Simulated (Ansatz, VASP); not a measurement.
## RbGe6 in VASP and in Ansatz

File INCAR:

```
SYSTEM = RbGe6
PREC = Accurate
ENCUT = 520
EDIFF = 1E-6
ISMEAR = 0
SIGMA = 0.1
LREAL = .FALSE.
LASPH = .TRUE.
NELM = 100
ALGO = Normal
ISIF = 2
LWAVE = .FALSE.
LCHARG = .FALSE.
GGA = PE
NBANDS = 56
```

KPOINTS

```
Automatic mesh
0
G
  8 8 8
  0 0 0
```

The input POSCAR:

```
RbGe6
1.0
   -3.5254166753      3.5254166753      3.5254166753
    3.5254166753     -3.5254166753      3.5254166753
    3.5254166753      3.5254166753     -3.5254166753
Rb Ge
1 6
Direct
    0.0000000000      0.0000000000      0.0000000000
    0.5000000000      0.7500000000      0.2500000000
    0.7500000000      0.2500000000      0.5000000000
    0.7500000000      0.5000000000      0.2500000000
    0.5000000000      0.2500000000      0.7500000000
    0.2500000000      0.7500000000      0.5000000000
    0.2500000000      0.5000000000      0.7500000000
```

Input for Ansatz:

```yaml
crystal:
  lattice:
    - [-3.5254166753, 3.5254166753, 3.5254166753]
    - [3.5254166753, -3.5254166753, 3.5254166753]
    - [3.5254166753, 3.5254166753, -3.5254166753]
  atoms:
    - { symbol: Rb, position: [0.0, 0.0, 0.0] }
    - { symbol: Ge, position: [0.5, 0.75, 0.25] }
    - { symbol: Ge, position: [0.75, 0.25, 0.5] }
    - { symbol: Ge, position: [0.75, 0.5, 0.25] }
    - { symbol: Ge, position: [0.5, 0.25, 0.75] }
    - { symbol: Ge, position: [0.25, 0.75, 0.5] }
    - { symbol: Ge, position: [0.25, 0.5, 0.75] }
basis:
  ecutwfc: 420
kpoints:
  mp_grid: { grid: [8, 8, 8] }
hamiltonian:
  xc: pbe
scf:
  occupations: { method: gaussian, width: 0.1 }
output:
  forces: true
  stress: true
  eigenvalues: true
```

Alike in both runs: task single point; functional PBE; k mesh 8 × 8 × 8; occupations gaussian, width 0.1 eV; no spin polarisation.

|  | VASP | Ansatz |
| --- | --- | --- |
| version | VASP 6.6.1 | Ansatz 0.2.0 |
| potentials or method | VASP PAW PBE potentials, release 64 (Rb_sv, Ge_d), cutoff 520 eV | scalar-relativistic, plane waves, PAW |
| valence electrons in the cell | 93 | 93 |

```tsv
	VASP	Ansatz	Ansatz less VASP
gap on the k mesh at the Fermi level (eV)	none	none	-
pressure (GPa)	3.1	3.1	+0.03
```

A gap of «none» marks a metal or a gap that the smearing closes.
